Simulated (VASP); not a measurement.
Here is a VASP 6.6.1 calculation.

File INCAR:

```
PREC = Accurate
ENCUT = 520
EDIFF = 1E-6
ISMEAR = 0
SIGMA = 0.02
LREAL = False
LASPH = True
NELM = 150
ALGO = Normal
ISIF = 2
LWAVE = False
LCHARG = False
LMAXMIX = 4
LDAU = True
LDAUTYPE = 2
LDAUL = -1 2 -1
LDAUU = 0 4 0
LDAUJ = 0 0 0
LDAUPRINT = 1
GGA = PE
NBANDS = 28
```

The input KPOINTS:

```
Automatic mesh
0
Gamma
  8 8 8
```

File POSCAR:

```
SrTiO3
1.0
    3.9246270842      0.0000000000      0.0000000000
    0.0000000000      3.9246270842      0.0000000000
    0.0000000000      0.0000000000      3.9246270842
Sr Ti O
1 1 3
Direct
    0.0000000000      0.0000000000      0.0000000000
    0.5000000000      0.5000000000      0.5000000000
    0.5000000000      0.0000000000      0.5000000000
    0.5000000000      0.5000000000      0.0000000000
    0.0000000000      0.5000000000      0.5000000000
```

Potentials or basis: VASP PAW PBE potentials, release 64 (Sr_sv, Ti_sv, O).

The run is started by

```sh
$ cat potpaw_PBE.64/Sr_sv/POTCAR potpaw_PBE.64/Ti_sv/POTCAR potpaw_PBE.64/O/POTCAR > POTCAR
$ mpirun -np 1 vasp_std > vasp.out
```

Question: What does it give for the band gap on the k mesh?

Answer: 2.35 eV, indirect (least direct gap 2.77 eV).

Question: Estimate the pressure.

Answer: 5.9 GPa.

Eigenvalues of the final occupation matrices:
| site | spin | trace | eigenvalues |
| --- | --- | --- | --- |
| site 2 d | 1 | 0.81 | 0.10 0.10 0.10 0.25 0.25 |
| site 2 d | 2 | 0.81 | 0.10 0.10 0.10 0.25 0.25 |

A k mesh can miss the band edges.
